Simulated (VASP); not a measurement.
Runs of VASP 6.6.1 on W. The structure is that of space group P6_3/mmc (No. 194), or close to it. The cells are those of the table. 

```tsv
cell	k mesh	gap on the mesh (eV)	pressure (GPa)
a = 2.884, b = 2.884, c = 5.139 Å, angles 90.0, 90.0, 120.0°, 2 atoms	15 × 15 × 7	none	-24.9
a = 2.777, b = 2.777, c = 4.948 Å, angles 90.0, 90.0, 120.0°, 2 atoms	13 × 13 × 7	none	0.5
a = 2.777, b = 2.777, c = 4.948 Å, angles 90.0, 90.0, 120.0°, 2 atoms	15 × 15 × 7	none	0.4
a = 2.740, b = 2.740, c = 4.881 Å, angles 90.0, 90.0, 120.0°, 2 atoms	15 × 15 × 7	none	(a)
a = 2.662, b = 2.662, c = 4.742 Å, angles 90.0, 90.0, 120.0°, 2 atoms	15 × 15 × 7	none	(b)
a = 2.850, b = 2.850, c = 5.077 Å, angles 90.0, 90.0, 120.0°, 2 atoms	15 × 15 × 7	none	-18.2
a = 2.777, b = 2.777, c = 4.948 Å, angles 90.0, 90.0, 120.0°, 2 atoms	21 × 21 × 11	none	0.4
a = 2.814, b = 2.814, c = 5.013 Å, angles 90.0, 90.0, 120.0°, 2 atoms	15 × 15 × 7	none	-9.8
```

Alike in all rows: task single point; level PBE; potentials or basis VASP PAW PBE potentials, release 64 (W_sv); no spin polarisation; cutoff (eV) 520; smearing fermi-dirac 0.1 eV.

Task: Estimate the missing entries.

Result: (a) 13.0; (b) 47.4.

Caveats: spin-orbit coupling is left out, which moves the levels of the heavy elements.

A k mesh can miss the band edges, and the runs leave out spin-orbit coupling on W.

A gap of «none» marks levels without a gap at the run's occupations.
